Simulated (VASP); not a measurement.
Crystal: As.

```xyz
1
Lattice="2.7037 0.0000 0.0000 0.0000 2.7037 0.0000 0.0000 0.0000 2.7037" Properties=species:S:1:pos:R:3 pbc="T T T"
As    0.0000    0.0000    0.0000
```

This isn't the form of As at room conditions, which is rhombohedral.

| Item | Value |
| --- | --- |
| Program | VASP 6.6.1 |
| Task | relaxation of cell and atoms |
| Functional | BLYP |
| Potentials or basis | VASP PAW PBE potentials, release 64 (As) |
| Cutoff | 500 eV |
| k mesh | 12 × 12 × 12 |
| Occupations | fermi-dirac, width 0.1 eV |
| Spin | no spin polarisation |

At the start: pressure 9.8 GPa; volume 19.76 Å³/atom.

Question: How do energy, volume and symmetry change on relaxing?

Answer: Over 3 steps the energy falls by 71.5 meV/atom and the volume is 22.36 Å³/atom (+13.1 %); space group Pm-3m (No. 221, to 0.1 Å) before and after.

The path:
| step | energy change (eV) | largest force (eV/Å) | pressure (GPa) | volume (Å³) |
| --- | --- | --- | --- | --- |
| 1 | 0.0000 | 0.0000 | 9.77 | 19.76 |
| 2 | -0.0629 | 0.0000 | -2.54 | 23.42 |
| 3 | -0.0715 | 0.0000 | 0.04 | 22.36 |

Final structure:
```
CELL_PARAMETERS angstrom
2.81713 0.00000 0.00000
0.00000 2.81713 0.00000
0.00000 0.00000 2.81713
ATOMIC_POSITIONS crystal
As 0.00000 0.00000 0.00000
```

Caveat: the PAW data sets were made with another functional, which shifts forces and pressure a little.
